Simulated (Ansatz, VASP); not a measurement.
## TiO2 in VASP and in Ansatz

File INCAR:

```
PREC = Accurate ; ENCUT = 520
EDIFF = 1E-6 ; ISMEAR = 0
SIGMA = 0.01 ; LREAL = False
LASPH = True ; NELM = 60
ALGO = Normal ; ISIF = 2
LWAVE = False ; LCHARG = True
GGA = RP ; LELF = True
LVHAR = True ; NBANDS = 33
```

KPOINTS

```
Automatic mesh
0
Gamma
  8 8 8
```

File POSCAR:

```
TiO2
1.0
   -1.8921000000      1.8921000000      4.7573000000
    1.8921000000     -1.8921000000      4.7573000000
    1.8921000000      1.8921000000     -4.7573000000
Ti O
2 4
Direct
    0.0000000000      0.0000000000      0.0000000000
    0.7500000000      0.2500000000      0.5000000000
    0.2081000000      0.2081000000      0.0000000000
    0.9581000000      0.4581000000      0.5000000000
    0.5419000000      0.0419000000      0.5000000000
    0.7919000000      0.7919000000      0.0000000000
```

Input for Ansatz:

```yaml
crystal:
  lattice:
    - [-1.8921, 1.8921, 4.7573]
    - [1.8921, -1.8921, 4.7573]
    - [1.8921, 1.8921, -4.7573]
  atoms:
    - { symbol: Ti, position: [0.0, 0.0, 0.0] }
    - { symbol: Ti, position: [0.75, 0.25, 0.5] }
    - { symbol: O, position: [0.2081, 0.2081, 0.0] }
    - { symbol: O, position: [0.9581, 0.4581, 0.5] }
    - { symbol: O, position: [0.5419, 0.0419, 0.5] }
    - { symbol: O, position: [0.7919, 0.7919, 0.0] }
basis:
  ecutwfc: 550.0
kpoints:
  mp_grid:
    grid: [8, 8, 8]
hamiltonian:
  xc: rpbe
scf:
  convergence:
    dr2_threshold: 1.0e-09
  occupations:
    method: fixed
output:
  stress: true
```

Alike in both runs: task single point; functional RPBE; k mesh 8 × 8 × 8; no spin polarisation.

```csv
,VASP,Ansatz
version,VASP 6.6.1,Ansatz 0.2.0
potentials or method,"VASP PAW PBE potentials, release 64 (Ti_sv, O), cutoff 520 eV","plane waves, PAW"
occupations,"gaussian, width 0.01 eV",fixed
valence electrons in the cell,48,48
```

|  | VASP | Ansatz | Ansatz less VASP |
| --- | --- | --- | --- |
| pressure (GPa) | 10.4 | 9.8 | -0.65 |
| traceless stress, the component that is largest in VASP (GPa) | 0.97 | 0.88 | -0.092 |

VASP's potentials were made for PBE, not for RPBE. Ansatz's warnings: stress scf threshold loose.
